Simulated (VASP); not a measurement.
## Ru5N: relaxation of the atoms with PBE

System: Ru5N, a slab with vacuum.

```xyz
6
Lattice="2.7198 0.0000 0.0000 -1.3599 2.3554 0.0000 0.0000 0.0000 24.0360" Properties=species:S:1:pos:R:3 pbc="T T T"
Ru    1.3599    0.7851    4.0000
Ru    0.0000    1.5703    6.1483
Ru    1.3599    0.7851    8.2974
Ru    0.0000    1.5703   10.4612
Ru    1.3599    0.7851   12.5360
N     1.3599    0.7851   14.7160
```

```json
{
  "Program": "VASP 6.6.1",
  "Task": "relaxation of the atoms",
  "Functional": "PBE",
  "Potentials or basis": "VASP PAW PBE potentials, release 64 (Ru_pv, N)",
  "Cutoff": "520 eV",
  "k mesh": "12 × 12 × 1",
  "Occupations": "gaussian, width 0.1 eV",
  "Spin": "no spin polarisation",
  "Dipole correction": "yes",
  "Atoms held fixed (from 0)": "[0, 1, 2, 3, 4, 5]",
  "Further INCAR settings": "ALGO = Fast; EDIFF = 1e-06; IBRION = 2; EDIFFG = -0.025; NSW = 36"
}
```

```
Energy gained by relaxing : 277.7 meV/atom
Ionic steps               : 10
Band gap on the k mesh    : zero (an odd number of electrons rules out a gap without spin polarisation)
```

Step by step:
| step | energy change (eV) | largest force on free atoms (eV/Å) | pressure (GPa) |
| --- | --- | --- | --- |
| 1 | 0.0000 | 3.2354 | -5.40 |
| 2 | -0.5486 | 3.8052 | -4.32 |
| 3 | -1.3407 | 6.5433 | 6.66 |
| 4 | -1.2253 | 3.7830 | -2.17 |
| 5 | -1.6427 | 1.2502 | 1.06 |
| 6 | -1.6581 | 0.8251 | 2.78 |
| 7 | -1.6658 | 0.0952 | 2.05 |
| 8 | -1.6647 | 0.3175 | 2.38 |
| 9 | -1.6618 | 0.5543 | 1.67 |
| 10 | -1.6659 | 0.0028 | 2.13 |

Final structure:
```cif
data_structure
_symmetry_space_group_name_H-M 'P 1'
_symmetry_Int_Tables_number 1
_cell_length_a 2.7198
_cell_length_b 2.7198
_cell_length_c 24.0360
_cell_angle_alpha 90.000
_cell_angle_beta 90.000
_cell_angle_gamma 120.000
_cell_volume 153.98
loop_
_atom_site_label
_atom_site_type_symbol
_atom_site_fract_x
_atom_site_fract_y
_atom_site_fract_z
_atom_site_occupancy
Ru1 Ru 0.66667 0.33333 0.16642 1
Ru2 Ru 0.33333 0.66667 0.25580 1
Ru3 Ru 0.66667 0.33333 0.34521 1
Ru4 Ru 0.33333 0.66667 0.43523 1
Ru5 Ru 0.66667 0.33333 0.52155 1
N1 N 0.66667 0.33333 0.59095 1
```

Levels at points of the mesh, in eV from the Fermi level:
| k point | band 34 | band 35 | band 36 | band 37 | band 38 | band 39 | band 40 | band 41 |
| --- | --- | --- | --- | --- | --- | --- | --- | --- |
| (0.00, 0.00, 0.00) | -1.89 | -1.79 | -1.79 | -1.44 | -0.77 | -0.77 | 0.13 | 0.13 |
| (0.50, 0.00, 0.00) | -0.12 | 0.13 | 1.05 | 1.21 | 1.40 | 1.41 | 1.64 | 1.81 |

Wall time 28 min on 1 thread of Oxide Virtual Turin-like Processor, with other jobs on the host, peak memory 0.3 GiB.
